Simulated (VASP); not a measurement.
Here is a VASP 6.6.1 calculation.

The input INCAR:

```
PREC = Accurate
ENCUT = 520
EDIFF = 1E-6
ISMEAR = -1
SIGMA = 0.01
LREAL = F
LASPH = T
NELM = 60
ALGO = Normal
ISIF = 2
LWAVE = F
LCHARG = F
GGA = PS
NBANDS = 28
```

KPOINTS

```
regular mesh
0
Gamma
  7 7 3
```

File POSCAR:

```
PbS
1.0
    2.9405000000     -2.9000000000      0.0000000000
    2.9405000000      2.9000000000      0.0000000000
   -1.0800500000      0.0000000000     11.9434758000
Pb S
2 2
Direct
    0.7756000000      0.7756000000      0.6363800000
    0.2244000000      0.2244000000      0.3636200000
    0.2684000000      0.2684000000      0.5986000000
    0.7316000000      0.7316000000      0.4014000000
```

Potentials or basis: VASP PAW PBE potentials, release 64 (Pb_d, S).

Launch:

```sh
$ cat potpaw_PBE.64/Pb_d/POTCAR potpaw_PBE.64/S/POTCAR > POTCAR
$ mpirun -np 1 vasp_std > vasp.out
```

(1) Predict the largest force.

(2) Predict the band gap on the k mesh.

## Answers

(1) 0.845 eV/Å.

(2) 1.19 eV.

Caveat: the cell differs from its parent crystal (zz strain of +2 %); the PAW data sets were made with another functional, which shifts forces and pressure a little; spin-orbit coupling is left out, which moves the levels of the heavy elements.
